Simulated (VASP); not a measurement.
Here is a VASP 6.6.1 calculation.

INCAR

```
PREC = Accurate ; ENCUT = 520
EDIFF = 1E-6 ; ISMEAR = 0
SIGMA = 0.1 ; LREAL = F
LASPH = T ; NELM = 100
ALGO = Normal ; ISIF = 2
LWAVE = F ; LCHARG = F
GGA = PE ; NBANDS = 56
```

File KPOINTS:

```
regular mesh
0
Gamma
  4 4 4
```

The input POSCAR:

```
HfO2
1.0
    5.2859410247      0.0000000000      0.0000000000
    0.0000000000      5.0675580054      0.0000000000
    0.0000000000      0.0000000000      5.0942922413
Hf O
4 8
Direct
    0.5329743894      0.2669766481      0.2413516161
    0.9670256106      0.2669766481      0.7413516161
    0.0329743894      0.7330233519      0.2413516161
    0.4670256106      0.7330233519      0.7413516161
    0.8669482342      0.0699573452      0.3802730996
    0.6330517658      0.0699573452      0.8802730996
    0.2326815112      0.4607514522      0.4913752943
    0.2673184888      0.4607514522      0.9913752943
    0.7673184888      0.5392485478      0.9913752943
    0.7326815112      0.5392485478      0.4913752943
    0.3669482342      0.9300426548      0.3802730996
    0.1330517658      0.9300426548      0.8802730996
```

Potentials or basis: VASP PAW PBE potentials, release 64 (Hf_pv, O).

Launch:

```sh
$ cat potpaw_PBE.64/Hf_pv/POTCAR potpaw_PBE.64/O/POTCAR > POTCAR
$ mpirun -np 1 vasp_std > vasp.out
```

Problem. What does it give for the pressure?

Solution. -2.9 GPa.

Problem. Estimate the largest force.

Solution. 0.082 eV/Å.

Problem. Predict the band gap on the k mesh.

Solution. 4.34 eV, indirect (least direct gap 4.54 eV).

Forces in eV/Å, atoms in the order of the input:
```
Hf   0.050 -0.021 -0.043
Hf  -0.050 -0.021 -0.043
Hf   0.050  0.021 -0.043
Hf  -0.050  0.021 -0.043
O   -0.013 -0.004  0.036
O    0.013 -0.004  0.036
O   -0.052  0.063  0.007
O    0.052  0.063  0.007
O    0.052 -0.063  0.007
O   -0.052 -0.063  0.007
O   -0.013  0.004  0.036
O    0.013  0.004  0.036
```

Caveat: spin-orbit coupling is left out, which moves the levels of the heavy elements. A k mesh can miss the band edges.
